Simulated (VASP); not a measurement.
The system is SnTe.

```
CELL_PARAMETERS angstrom
0.00000 3.61115 3.61115
3.61115 0.00000 3.61115
3.61115 3.61115 0.00000
ATOMIC_POSITIONS crystal
Sn 0.00000 0.00000 0.00000
Te 0.75000 0.75000 0.75000
```

Base run:

| Property | Result |
| --- | --- |
| Program | VASP 6.6.1 |
| Functional | PBE |
| Potentials or basis | VASP PAW PBE potentials, release 64 (Sn_d, Te) |
| Cutoff | 520 eV |
| k mesh | 4 × 4 × 4 |
| Occupations | gaussian, width 0.1 eV |
| Spin | no spin polarisation |

Its results: band gap on the k mesh 0.10 eV, indirect (least direct gap 0.80 eV); pressure -0.3 GPa.

Q: After a change of settings the same cell gave: band gap on the k mesh 0.81 eV, direct; pressure -1.2 GPa. Which change was it?
A. cutoff from 520 eV to 500 eV; k mesh from 4 × 4 × 4 to 2 × 2 × 2
B. functional from PBE to BLYP; cutoff from 520 eV to 500 eV
C. cutoff from 520 eV to 500 eV; occupations from gaussian, width 0.1 eV to fermi-dirac, width 0.00861733 eV; dispersion from none to D3(BJ)
D. cutoff from 520 eV to 500 eV

A: A.

Caveats: some runs use coarse meshes; spin-orbit coupling is left out, which moves the levels of the heavy elements.
